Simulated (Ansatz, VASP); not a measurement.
Sr in VASP and in Ansatz

Contents of INCAR:

```
PREC     = Accurate       # precision mode
ENCUT    = 500            # plane-wave cutoff, eV
EDIFF    = 1E-6           # SCF threshold, eV
ISMEAR   = -1             # smearing method
SIGMA    = 0.1            # smearing width, eV
LREAL    = F              # projectors in reciprocal space
LASPH    = T              # aspherical terms in the spheres
NELM     = 120            # most SCF steps
ALGO     = Normal         # electronic algorithm
ISIF     = 2              # what is computed and relaxed
LWAVE    = F              # write WAVECAR
LCHARG   = F              # write CHGCAR
GGA      = B5             # functional
ALDAX    = 1.0          
AGGAX    = 1.0          
AGGAC    = 1.0          
ALDAC    = 0.0          
NBANDS   = 11             # bands
GGA_COMPAT= F
```

File KPOINTS:

```
Automatic mesh
0
Gamma
  9 9 9
```

Contents of POSCAR:

```
Sr
1.0
    4.0185514218      0.0000000000      0.0000000000
    0.0000000000      4.0185514218      0.0000000000
    0.0000000000      0.0000000000      4.0185514218
Sr
1
Direct
    0.0000000000      0.0000000000      0.0000000000
```

Input for Ansatz:

```yaml
crystal:
  lattice:
    - [4.0185514218, 0.0, 0.0]
    - [0.0, 4.0185514218, 0.0]
    - [0.0, 0.0, 4.0185514218]
  atoms:
    - { symbol: Sr, position: [0.0, 0.0, 0.0] }
hamiltonian:
  xc: blyp
  pseudopotentials:
    kind: paw
    azcp:
      Sr: "pseudopotentials/Sr.paw.azcp"
basis:
  ecutwfc: 420
  fft_grid_basis: typed
kpoints:
  mp_grid: { grid: [9, 9, 9], shift: [0, 0, 0] }
magnetization:
  spin_polarized: false
scf:
  occupations: { method: fermi_dirac, width: 0.1 }
  lower_state_search: "off"
output:
  stress: true
```

Alike in both runs: task single point; functional BLYP; k mesh 9 × 9 × 9; occupations fermi-dirac, width 0.1 eV; no spin polarisation.

|  | VASP | Ansatz |
| --- | --- | --- |
| version | VASP 6.6.1 | Ansatz 0.2.0 |
| potentials or method | VASP PAW PBE potentials, release 64 (Sr_sv), cutoff 500 eV | plane waves (420 eV) with PAW, scalar-relativistic |
| valence electrons in the cell | 10 | 10 |

Ansatz gave:

* pressure (GPa): -0.1

Question: Which values does VASP return?

Answer: Pressure (GPa): -0.2.

VASP's potentials were made for PBE, not for BLYP.
